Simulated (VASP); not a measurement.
# Si5Mo3 in VASP: further runs

Runs on Si5Mo3. Level: PBE. Tasks: single point.

All numbers are computed with VASP 6.6.1; they aren't measurements. Logs are shortened: lines on timing, memory, paths and dates and some standing lists are left out, and cuts for length are marked.

## 1. The cell of the first run

The cell holds a disordered packing, 24 atoms: a = 7.460 Å, b = 6.805 Å, c = 7.543 Å, α = 88.30°, β = 87.28°, γ = 88.68°.

## 2. Single point, PBE

File INCAR:

```
SYSTEM = Si5Mo3
PREC = Accurate ; ENCUT = 400
EDIFF = 1E-6 ; ISMEAR = -1
SIGMA = 0.2671 ; LREAL = Auto
LASPH = .TRUE. ; NELM = 120
ALGO = Normal ; ISIF = 2
LWAVE = .FALSE. ; LCHARG = .FALSE.
GGA = PE ; ISYM = -1
NBANDS = 111 ; GGA_COMPAT = .FALSE.
```

File KPOINTS:

```
explicit points
1
Reciprocal
  0.25000000   0.25000000   0.25000000 1
```

File POSCAR:

```
Si5Mo3
1.0
    7.4574090000      0.0809830000      0.1775480000
    0.0809830000      6.8034930000      0.1053960000
    0.1775480000      0.1053960000      7.5398230000
Si Mo
15 9
Direct
   -0.0359207991      0.0849258980      0.7474403333
    0.5380115922      0.0565252708      0.2459668590
    0.7848850819      0.6199623661      0.5752783149
    0.3583243329      0.3467856017      0.7039964222
    0.3331212627      0.6736496637      0.6378237269
    0.1406769680      0.4329071129      0.9490402371
    0.3054425308      0.0511174522      0.8638479596
    0.6530681099      0.9596956779      0.5987111339
    0.4034083848      0.7006027882     -0.0433924090
    0.3220652324      1.0663950990      0.4879748748
    0.6602119030      0.2863906502      0.8106880318
    0.6353710023      0.7443112538      0.2110359514
    0.2474069742      0.6309124525      0.2924663799
    0.6555211374      0.0298766979      0.9718682585
    0.5146483702      0.5193250297      0.3949867829
    0.7447627848      0.2737207860      0.5167029493
    0.8802607042      0.9554057394      0.1763595152
    0.7700409237      0.6132143764      0.9379488659
    0.0866357271      0.7933983142      0.9500370222
    0.5224712208      0.3593641805      0.1103365069
    0.8889202066      0.4821107958      0.2553431885
    0.1556584124      0.2308836101      0.2634662579
    0.0723409069      0.3874642287      0.5790110506
    0.0240392792      0.8788719173      0.4901636669
```

Potentials or basis: VASP PAW PBE potentials, release 64 (Si, Mo_sv).

Run with:

```sh
$ cat potpaw_PBE.64/Si/POTCAR potpaw_PBE.64/Mo_sv/POTCAR > POTCAR
$ mpirun -np 1 vasp_std > vasp.out
```

OUTCAR:

```text
SYSTEM = Si5Mo3
   PREC = Accurate
   ENCUT = 400
   EDIFF = 1E-6
   ISMEAR = -1
   LREAL = Auto
   LASPH = .TRUE.
   NELM = 120
   ISIF = 2
   GGA = PE
   ISYM = -1

 ion  position               nearest neighbor table
   1  0.964  0.085  0.747-  24 2.45  23 2.52  19 2.64  11 2.65  16 2.72   7 2.74   8 2.79  14 2.82

   2  0.538  0.057  0.246-  14 2.22  12 2.25  20 2.28  10 2.38  17 2.66   8 2.89  16 3.05  22 3.06

   3  0.785  0.620  0.575-  16 2.44   8 2.50  24 2.58  15 2.60  23 2.64  21 2.69  18 2.73  11 2.98
                            12 3.10
   4  0.358  0.347  0.704-   5 2.27   7 2.35  23 2.38  11 2.45   6 2.48  10 2.57  15 2.80   9 3.15
                            16 3.18
   5  0.333  0.674  0.638-   4 2.27  15 2.47   9 2.50  13 2.74  23 2.84  10 2.87  24 2.92  19 3.04
                             8 3.11   7 3.12   6 3.13
   6  0.141  0.433  0.949-   4 2.48  19 2.48   9 2.71  22 2.71  23 2.89   7 2.92  21 2.93  18 3.00
                            13 3.10   5 3.13  20 3.17
   7  0.305  0.051  0.864-   4 2.35  19 2.48   9 2.57   1 2.74  14 2.77  10 2.83   6 2.92   5 3.12
                            11 3.13
   8  0.653  0.960  0.599-  16 2.32   3 2.50  10 2.72  11 2.78   1 2.79  14 2.87   2 2.89  24 2.89
                             5 3.11
   9  0.403  0.701  0.957-  19 2.43   5 2.50   7 2.57  12 2.67   6 2.71  20 2.71  13 2.77  18 2.78
                            14 2.97   4 3.15
  10  0.322  0.066  0.488-   2 2.38  22 2.38   4 2.57  24 2.59   8 2.72   7 2.83   5 2.87  23 2.91

  11  0.660  0.286  0.811-  14 2.10  16 2.28   4 2.45  20 2.50  18 2.61   1 2.65   8 2.78   3 2.98
                             7 3.13
  12  0.635  0.744  0.211-  15 2.21   2 2.25  17 2.35  18 2.43  21 2.60  14 2.61   9 2.67  20 2.90
                            13 3.04   3 3.10
  13  0.247  0.631  0.292-  15 2.28   5 2.74  24 2.76   9 2.77  22 2.84  21 2.91  23 2.96  20 3.04
                            12 3.04  19 3.07   6 3.10
  14  0.656  0.030  0.972-  11 2.10   2 2.22  17 2.37  12 2.61  20 2.65   7 2.77   1 2.82   8 2.87
                            18 2.96   9 2.97
  15  0.515  0.519  0.395-  12 2.21  13 2.28  20 2.43   5 2.47  16 2.55   3 2.60   4 2.80  21 2.95

  16  0.745  0.274  0.517-  11 2.28   8 2.32   3 2.44  15 2.55  21 2.60  23 2.65   1 2.72   2 3.05
                             4 3.18  24 3.37
  17  0.880  0.955  0.176-  12 2.35  14 2.37  19 2.51   2 2.66  24 2.68  22 2.92  18 3.13  21 3.26

  18  0.770  0.613  0.938-  12 2.43  11 2.61  19 2.69  21 2.71   3 2.73   9 2.78  20 2.81  14 2.96
                             6 3.00  17 3.13
  19  0.087  0.793  0.950-   9 2.43   7 2.48   6 2.48  17 2.51   1 2.64  18 2.69   5 3.04  13 3.07
                            21 3.39
  20  0.522  0.359  0.110-   2 2.28  15 2.43  11 2.50  14 2.65   9 2.71  18 2.81  12 2.90  13 3.04
                            22 3.06  21 3.13   6 3.17
  21  0.889  0.482  0.255-  22 2.59  12 2.60  16 2.60   3 2.69  18 2.71  23 2.90  13 2.91   6 2.93
                            15 2.95  20 3.13  17 3.26  19 3.39  24 3.47
  22  0.156  0.231  0.263-  10 2.38  21 2.59  23 2.68   6 2.71  13 2.84  17 2.92  24 3.05  20 3.06
                             2 3.06
  23  0.072  0.387  0.579-   4 2.38   1 2.52   3 2.64  16 2.65  22 2.68   5 2.84   6 2.89  21 2.90
                            10 2.91  13 2.96  24 3.41
  24  0.024  0.879  0.490-   1 2.45   3 2.58  10 2.59  17 2.68  13 2.76   8 2.89   5 2.92  22 3.05
                            16 3.37  23 3.41  21 3.47

IMPORTANT INFORMATION: All symmetrisations will be switched off!
NOSYMM: (Re-)initialisation of all symmetry stuff for point group C_1.

----------------------------------------------------------------------------------------

                                     Primitive cell

  volume of cell :     382.2000

  direct lattice vectors                    reciprocal lattice vectors
     7.457409000  0.080983000  0.177548000     0.134186363 -0.001548626 -0.003138177
     0.080983000  6.803493000  0.105396000    -0.001548626  0.147033030 -0.002018846
     0.177548000  0.105396000  7.539823000    -0.003138177 -0.002018846  0.132731227

  length of vectors
     7.459961832  6.804791221  7.542649566     0.134231987  0.147055044  0.132783668

  position of ions in fractional coordinates (direct lattice)
     0.964079201  0.084925898  0.747440333
     0.538011592  0.056525271  0.245966859
     0.784885082  0.619962366  0.575278315
     0.358324333  0.346785602  0.703996422
     0.333121263  0.673649664  0.637823727
     0.140676968  0.432907113  0.949040237
[... 16 lines left out ...]
     0.072340907  0.387464229  0.579011051
     0.024039279  0.878871917  0.490163667

  ion indices of the primitive-cell ions
   primitive index   ion index
                 1           1
                 2           2
                 3           3
                 4           4
                 5           5
                 6           6
[... 16 lines left out ...]
                23          23
                24          24

----------------------------------------------------------------------------------------

 KPOINTS: explicit points

Read explicit list of k-points.

 Found      1 k-points:

 Following reciprocal coordinates:
            Coordinates               Weight
  0.250000  0.250000  0.250000      1.000000
   k-points           NKPTS =      1   k-points in BZ     NKDIM =      1   number of bands    NBANDS=    111
   number of dos      NEDOS =    301   number of ions     NIONS =     24
   total plane-waves  NPLWV = 120000
   dimension x,y,z NGX =    50 NGY =   48 NGZ =   50
   dimension x,y,z NGXF=   100 NGYF=   96 NGZF=  100
   ions per type =              15   9
   NGX,Y,Z   is equivalent  to a cutoff of  11.14, 11.73, 11.02 a.u.
   NGXF,Y,Z  is equivalent  to a cutoff of  22.29, 23.45, 22.04 a.u.
 SYSTEM =  Si5Mo3
   PREC   = accura    normal or accurate (medium, high low for compatibility)
   ISTART =      0    job   : 0-new  1-cont  2-samecut
   ICHARG =      2    charge: 1-file 2-atom 10-const
   ISPIN  =      1    spin polarized calculation?
   LNONCOLLINEAR =      F non collinear calculations
   LSORBIT =      F    spin-orbit coupling
   LASPH  =      T    aspherical Exc in radial PAW
   ENCUT  =  400.0 eV  29.40 Ry    5.42 a.u.  12.17 11.10 12.30*2*pi/ulx,y,z
   NELM   =    120;   NELMIN=  2; NELMDL= -5     # of ELM steps
   EDIFF  = 0.1E-05   stopping-criterion for ELM
   LREAL  =      T    real-space projection
   EDIFFG = 0.1E-04   stopping-criterion for IOM
   NSW    =      0    number of steps for IOM
   IBRION =     -1    ionic relax: 0-MD 1-quasi-New 2-CG
   NFREE  =      0    steps in history (QN), initial steepest desc. (CG)
   ISIF   =      2    stress and relaxation
   ISYM   =     -1    0-nonsym 1-usesym 2-fastsym
   POTIM  = 0.5000    time-step for ionic-motion
   TEBEG  =    0.0;   TEEND  =   0.0 temperature during run
   PSTRESS=    0.0 pullay stress
   NELECT =     186.0000    total number of electrons
   NUPDOWN=      -1.0000    fix difference up-down
   EMIN   =  10.00;   EMAX   =-10.00  energy-range for DOS
   EFERMI =   0.00;   METHOD = LEGACY
   ISMEAR =    -1;   SIGMA  =   0.27  broadening in eV -4-tet -1-fermi 0-gaus
   EFERMI_NEDOS =   21; number of points for ismear=-14 and -15
   IALGO  =     38    algorithm
   IMIX   =      4    mixing-type and parameters
     AMIX     =   0.40;   BMIX     =  1.00
     AMIX_MAG =   1.60;   BMIX_MAG =  1.00
  volume/ion in A,a.u.               =      15.92       107.47
  Fermi-wavevector in a.u.,A,eV,Ry     =   1.287703  2.433405 22.560883  1.658178
  Thomas-Fermi vector in A             =   2.419701
   LORBIT       =      0    0 simple, 1 ext, 2 COOP (PROOUT), +10 PAW based schemes
   GGA     = PE    functional components
   LHFCALC =     F    Hartree Fock is set to
   AEXX    =    0.0000 exact exchange contribution
   IVDW    =     0    specifies the selected vdW correction
   LEPSILON=     F    determine dielectric tensor
   LRPA    =     F    only Hartree local field effects (RPA)
 non-spin polarized calculation
  energy-cutoff  :      400.00
  volume of cell :      382.20
 maximum number of plane-waves:      6944
 NGX is ok and might be reduce to    48
   NGX = 25   NGY = 23   NGZ = 25

 number of electron     186.0000006 magnetization

 Free energy of the ion-electron system (eV)
  ---------------------------------------------------
  ext. energy  EPLUGINS =         0.00000000
  ---------------------------------------------------
  free energy    TOTEN  =      -169.18594280 eV

  energy without entropy =     -165.24771699  energy(sigma->0) =     -167.21682989

 E-fermi :   9.9061     XC(G=0): -11.5976

 val. band max:        9.8915419491   @ k =   0.2500   0.2500   0.2500
 cond. band min:      10.1050026728   @ k =   0.2500   0.2500   0.2500
 fundamental gap:      0.2134607237
 Fermi energy:         9.9061137826

 k-point     1 :       0.2500    0.2500    0.2500
  band No.  band energies     occupation
      1     -51.0684      2.00000
      2     -50.9161      2.00000
      3     -50.9051      2.00000
      4     -50.8816      2.00000
      5     -50.8509      2.00000
      6     -50.8334      2.00000
[... 97 lines left out ...]
    104      11.1195      0.02107
    105      11.2118      0.01496
 [bands above 105 left out]

------------------------ aborting loop because EDIFF is reached ----------------------------------------

  FORCE on cell =-STRESS in cart. coord.  units (eV):
  Direction    XX          YY          ZZ          XY          YZ          ZX
  --------------------------------------------------------------------------------------
  -------------------------------------------------------------------------------------
  Total        2.2303184     14.0888042     13.3705961      5.4290649    -14.2467463     -4.1968890
  in kB        9.3494656     59.0600840     56.0493648     22.7585693    -59.7221753    -17.5933043
  external PRESSURE =      41.4863048 kB  Pullay stress =       0.0000000 kB

 VOLUME and BASIS-vectors are now :
 -----------------------------------------------------------------------------
  energy-cutoff  :      400.00
  volume of cell :      382.20
      direct lattice vectors                 reciprocal lattice vectors
     7.457409000  0.080983000  0.177548000     0.134186363 -0.001548626 -0.003138177
     0.080983000  6.803493000  0.105396000    -0.001548626  0.147033030 -0.002018846
     0.177548000  0.105396000  7.539823000    -0.003138177 -0.002018846  0.132731227

 POSITION                                       TOTAL-FORCE (eV/Angst)
 -----------------------------------------------------------------------------------
      7.32912      0.73464      5.81569        -0.097250     -0.035043      1.084629
      4.06042      0.45406      1.95603        -0.912426     -0.118267      3.258469
      6.00556      4.34210      4.54219         0.175511      0.906179      0.685129
      2.82525      2.46257      5.40818         2.025278     -1.463621      0.564970
      2.65202      4.67737      4.93922        -1.141357      2.004059     -0.750112
      1.25264      3.05670      7.22620        -0.671493     -0.776853      0.961624
[... 16 lines left out ...]
      0.67366      2.70299      4.41932         0.113899      0.708679     -0.434174
      0.33747      6.03301      3.79264         1.036902     -0.919374      0.536653
 -----------------------------------------------------------------------------------
    total drift:                               -0.000338     -0.003300      0.000380

  FREE ENERGIE OF THE ION-ELECTRON SYSTEM (eV)
  ---------------------------------------------------
  free  energy   TOTEN  =      -169.1859427984 eV

  energy  without entropy=     -165.2477169916  energy(sigma->0) =     -167.21682989
```

It took 2.6 min on 1 thread of AMD EPYC 7R43 (Zen 3), shared host; peak memory 0.3 GiB.

Results:

| Property | Result |
| --- | --- |
| Free energy | -169.1859 eV |
| Pressure | 4.1 GPa |
| Largest force | 3.386 eV/Å |

Forces in eV/Å, atoms in the order of the input:
```
Si  -0.097 -0.035  1.085
Si  -0.912 -0.118  3.258
Si   0.176  0.906  0.685
Si   2.025 -1.464  0.565
Si  -1.141  2.004 -0.750
Si  -0.671 -0.777  0.962
Si   0.157  0.284  0.604
Si  -0.479 -2.660  0.283
Si   1.454 -0.778  0.151
Si  -0.173 -0.819  1.915
Si  -0.180  3.049 -0.235
Si  -0.442 -0.753 -0.446
Si  -2.209  0.014 -0.972
Si  -0.504 -3.006 -1.406
Si   0.942 -1.242  2.048
Mo  -0.545 -0.686 -2.938
Mo   1.935  1.371  1.208
Mo  -0.338  1.119 -1.269
Mo  -0.385  0.899 -0.433
Mo  -0.671  1.362 -1.068
Mo   1.530  1.398 -1.280
Mo  -0.620  0.142 -2.069
Mo   0.114  0.709 -0.434
Mo   1.037 -0.919  0.537
```

Stress tensor (GPa, compression positive):
```
 0.93  2.28 -1.76
 2.28  5.91 -5.97
-1.76 -5.97  5.60
```

Caveat: the atoms stand as in a frame of molecular dynamics; so wide a smearing shifts energies and pressures.

## 3. Single point, PBE

File INCAR:

```
SYSTEM = Si5Mo3
  ALGO = Normal
  EDIFF = 1E-6
  ENCUT = 400
  GGA = PE
  GGA_COMPAT = .FALSE.
  ISIF = 2
  ISMEAR = -1
  ISYM = -1
  LASPH = .TRUE.
  LCHARG = .TRUE.
  LELF = .TRUE.
  LREAL = Auto
  LVHAR = .TRUE.
  LWAVE = .FALSE.
  NBANDS = 111
  NELM = 120
  PREC = Accurate
  SIGMA = 0.2671
```

KPOINTS is that of step 2.

File POSCAR:

```
Si5Mo3
1.0
    7.4574090000      0.0809830000      0.1775480000
    0.0809830000      6.8034930000      0.1053960000
    0.1775480000      0.1053960000      7.5398230000
Si Mo
15 9
Direct
   -0.0186466123      0.0723998900      0.7791653743
    0.5753972194     -0.0001629456      0.3492846647
    0.8019771598      0.5799426975      0.6143060545
    0.4421700685      0.3506923263      0.7301790798
    0.2984560152      0.6497141710      0.5669600542
    0.1546465093      0.3494932426      0.9551542035
    0.2625371497      0.0365080936      0.9865307511
    0.6761834522      0.8528850040      0.6667281596
    0.3969060907      0.7160093174     -0.0719953772
    0.3911063727      0.9984810676      0.6055929874
    0.7199287460      0.3355701904      0.8521155384
    0.6289070519      0.6639905612      0.2354177096
    0.1399749141      0.5951115759      0.2256060062
    0.6661382244      0.0255019637      0.9929854700
    0.4798620188      0.4065813714      0.3837130405
    0.7099675836      0.2079037530      0.5621842120
    0.8782515825      0.9638681537      0.1855318540
    0.7502991562      0.6665566068      0.9387577779
    0.0572620883      0.7122816178      0.9167970650
    0.4759142941      0.3508968281      0.0817006244
    0.8193049212      0.3969151397      0.2533384115
    0.1543892588      0.2126478493      0.3100586397
    0.0826041021      0.3881693083      0.5625763780
    0.0318111009      0.9227211185      0.4883123765
```

Potentials or basis: VASP PAW PBE potentials, release 64 (Si, Mo_sv).

Run with:

```sh
$ cat potpaw_PBE.64/Si/POTCAR potpaw_PBE.64/Mo_sv/POTCAR > POTCAR
$ mpirun -np 1 vasp_std > vasp.out
```

Run time: 2.9 min. Hardware: 1 thread of AMD EPYC 7R43 (Zen 3), shared host; peak memory 0.3 GiB.

The run converged. Its results:

```yaml
Free_energy: -170.7145 eV
Pressure: 3.3 GPa
Largest_force: 3.894 eV/Å
```

Forces in eV/Å, atoms in the order of the input:
```
Si   0.083  0.381  1.031
Si   0.004  0.097 -2.101
Si   1.439 -2.257 -1.707
Si  -2.141 -0.222 -0.538
Si   0.598  1.038  0.511
Si  -1.114  1.078 -0.666
Si   0.251 -1.016  0.567
Si  -0.815  2.590  0.303
Si   0.902 -0.782 -0.042
Si  -1.636  0.401  0.460
Si   1.430 -0.618  1.078
Si  -1.644  2.573  0.888
Si  -0.362 -0.121  0.570
Si  -2.805  0.390 -1.614
Si  -0.520 -0.509  2.241
Mo   1.150  0.513 -0.742
Mo   3.118 -0.484  2.282
Mo  -1.906  0.175  0.659
Mo   1.438  0.758 -1.385
Mo  -1.137 -0.365 -2.006
Mo   2.303 -1.620 -0.196
Mo   1.299 -0.630 -2.115
Mo  -0.674  0.057  1.685
Mo   0.739 -1.426  0.838
```

Stress tensor (GPa, compression positive):
```
 2.77 -2.19  0.74
-2.19  1.84 -1.06
 0.74 -1.06  5.40
```

Levels at points of the mesh, in eV from the Fermi level:
```tsv
k point	band 90	band 91	band 92	band 93	band 94	band 95	band 96	band 97
(0.25, 0.25, 0.25)	-0.54	-0.26	-0.21	-0.05	0.08	0.19	0.28	0.45
```

Caveat: the atoms stand as in a frame of molecular dynamics; so wide a smearing shifts energies and pressures.
